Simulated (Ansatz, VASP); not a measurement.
Cs in VASP and in Ansatz

INCAR

```
ALGO = Normal
EDIFF = 1E-6
ENCUT = 520
GGA = PE
ISIF = 2
ISMEAR = 0
LASPH = True
LCHARG = False
LREAL = False
LWAVE = False
NBANDS = 10
NELM = 60
PREC = Accurate
SIGMA = 0.1
```

File KPOINTS:

```
k-points
0
Gamma
  12 12 12
```

File POSCAR:

```
Cs
1.0
    5.0889046350      0.0000000000      0.0000000000
    0.0000000000      5.0889046350      0.0000000000
    0.0000000000      0.0000000000      5.0889046350
Cs
1
Direct
    0.5000000000      0.5000000000      0.5000000000
```

Input for Ansatz:

```yaml
crystal:
  lattice:
    - [5.088904635, 0.0, 0.0]
    - [0.0, 5.088904635, 0.0]
    - [0.0, 0.0, 5.088904635]
  atoms:
    - { symbol: Cs, position: [0.5, 0.5, 0.5] }
basis:
  ecutwfc: 420
kpoints:
  mp_grid: { grid: [12, 12, 12] }
hamiltonian:
  xc: pbe
scf:
  occupations: { method: gaussian, width: 0.1 }
output:
  forces: true
  stress: true
  eigenvalues: true
```

Alike in both runs: task single point; functional PBE; k mesh 12 × 12 × 12; occupations gaussian, width 0.1 eV; no spin polarisation.

|  | VASP | Ansatz |
| --- | --- | --- |
| version | VASP 6.6.1 | Ansatz 0.2.0 |
| potentials or method | VASP PAW PBE potentials, release 64 (Cs_sv), cutoff 520 eV | scalar-relativistic, plane waves, PAW |
| valence electrons in the cell | 9 | 9 |

|  | VASP | Ansatz | Ansatz less VASP |
| --- | --- | --- | --- |
| gap on the k mesh at the Fermi level (eV) | none | none | - |
| pressure (GPa) | 0.0 | 0.0 | 0.00 |

A gap of «none» marks a metal or a gap that the smearing closes.

Neither program's run includes spin-orbit coupling.
